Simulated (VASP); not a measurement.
Set up this calculation in VASP 6.6.1, as the native input.

| Item | Value |
| --- | --- |
| Task | single point |
| Functional | PBEsol |
| Potentials or basis | VASP PAW PBE potentials, release 64 (Ca_sv) |
| Cutoff | 520 eV |
| k mesh | 10 × 10 × 10 |
| Occupations | fermi-dirac, width 0.1 eV |
| Spin | no spin polarisation |
| Dipole correction | no |
| Further INCAR settings | ALGO = Normal; EDIFF = 1e-07; NBANDS = 17 |

The structure of Ca lies in POSCAR:

```
Ca
1.0
    1.8487386004     -1.0673697287      6.0447054599
    0.0000000000      2.1347394572      6.0447054599
   -1.8487386004     -1.0673697287      6.0447054599
Ca
2
Direct
    0.2500004531      0.2500004531      0.2500004531
   -0.2500004531     -0.2500004531     -0.2500004531
```

These files were run (other wordings do the same):

INCAR

```
SYSTEM = Ca
PREC = Accurate
ENCUT = 520
EDIFF = 1E-7
ISMEAR = -1
SIGMA = 0.1
LREAL = .False.
LASPH = .True.
NELM = 60
ALGO = Normal
ISIF = 2
LWAVE = .False.
LCHARG = .True.
GGA = PS
LELF = .True.
LVHAR = .True.
NBANDS = 17
```

KPOINTS

```
Automatic mesh
0
Gamma
  10 10 10
  0 0 0
```

Potentials or basis: VASP PAW PBE potentials, release 64 (Ca_sv).

Command:

```console
$ cat potpaw_PBE.64/Ca_sv/POTCAR > POTCAR
$ mpirun -np 1 vasp_std > vasp.out
```

It gave:

- Pressure: 2.8 GPa
- Band gap on the k mesh: zero (band 10 reaches 2.63 eV, above the bottom of band 11 at 2.56 eV)

Caveat: the PAW data sets were made with another functional, which shifts forces and pressure a little.

Run time: 7.1 min on 1 thread of Oxide Virtual Turin-like Processor, with other jobs on the host, peak memory 0.35 GiB.
